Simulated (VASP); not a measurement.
Runs of VASP 6.6.1 on BeS. Symmetry: Fm-3m, No. 225, cubic system. Conventional cell: a = 4.635 Å, b = 4.635 Å, c = 4.635 Å, α = 90.00°, β = 90.00°, γ = 90.00°. Within 3.1 Å of Be (site symmetry m-3m) lie 6 S at 2.32 Å. S (site symmetry m-3m) has 6 Be at 2.32 Å within 3.1 Å. 

```tsv
level	k mesh	smearing	grid for exact exchange (PRECFOCK)	share of exact exchange	screening parameter	gap on the mesh (eV)	pressure (GPa)
r2SCAN	6 × 6 × 6	gaussian 0.5 eV	-	-	-	1.35	0.1
PBE-based screened hybrid	4 × 4 × 4	gaussian 0.01 eV	Normal	0.75	0.5 1/Å	2.29	-2.2
r2SCAN	6 × 6 × 6	gaussian 0.05 eV	-	-	-	1.35	0.1
r2SCAN	6 × 6 × 6	methfessel-paxton 0.5 eV	-	-	-	1.35	0.0
PBE-based screened hybrid	4 × 4 × 4	gaussian 0.01 eV	Normal	0.15	0.2078 1/Å	1.73	-0.1
PBE-based screened hybrid	4 × 4 × 4	gaussian 0.01 eV	Normal	0.75	0.1 1/Å	5.03	-4.7
HSE06	4 × 4 × 4	gaussian 0.01 eV	Normal	-	0.2079 1/Å	2.07	-0.7
r2SCAN	5 × 5 × 5	gaussian 0.01 eV	-	-	-	1.84	(b)
r2SCAN	6 × 6 × 6	methfessel-paxton 0.2 eV	-	-	-	1.35	0.1
r2SCAN	6 × 6 × 6	gaussian 0.01 eV	-	-	-	1.35	0.1
r2SCAN+rVV10	6 × 6 × 6	gaussian 0.01 eV	-	-	-	(a)	(c)
```

Alike in all rows: task single point; potentials or basis VASP PAW PBE potentials, release 64 (Be, S); no spin polarisation; cell as given; cutoff (eV) 520.

Question: Estimate the missing entries.

Answer: (a) 1.33; (b) 0.4; (c) -0.5.

Caveats: some runs use coarse meshes; the PAW data sets were made with another functional, which shifts forces and pressure a little.

A k mesh can miss the band edges.
